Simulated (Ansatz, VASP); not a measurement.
# One calculation of SiC, two programs

```
Si C
1.0
     3.07600    0.00000    0.00000
    -1.53800    2.66389    0.00000
     0.00000    0.00000    5.04800
Si C
2 2
Direct
  0.33333 0.66667 0.00000
  0.66667 0.33333 0.50000
  0.33333 0.66667 0.37500
  0.66667 0.33333 0.87500
```

Alike in both runs: task relaxation of cell and atoms; functional r2SCAN; k mesh 12 × 12 × 6; occupations gaussian, width 0.02 eV; no spin polarisation.

|  | VASP | Ansatz |
| --- | --- | --- |
| version | VASP 6.6.1 | Ansatz 0.2.0 |
| potentials or method | VASP PAW PBE potentials, release 64 (Si, C), cutoff 600 eV | scalar-relativistic, plane waves, PAW |
| valence electrons in the cell | 16 | 16 |

Ansatz gave:

| Property | Result |
| --- | --- |
| gap on the k mesh at the Fermi level, each at its own relaxed structure (eV) | 2.65 |
| relaxed volume (Å³/atom) | 10.34 |
| relaxed cell length with the largest relative difference (Å) | 3.075 |

Task: Estimate VASP's values.

Result: gap on the k mesh at the Fermi level, each at its own relaxed structure (eV): 2.66; relaxed volume (Å³/atom): 10.32; relaxed cell length with the largest relative difference (Å): 3.074.

VASP's potentials were made for PBE, not for r2SCAN.
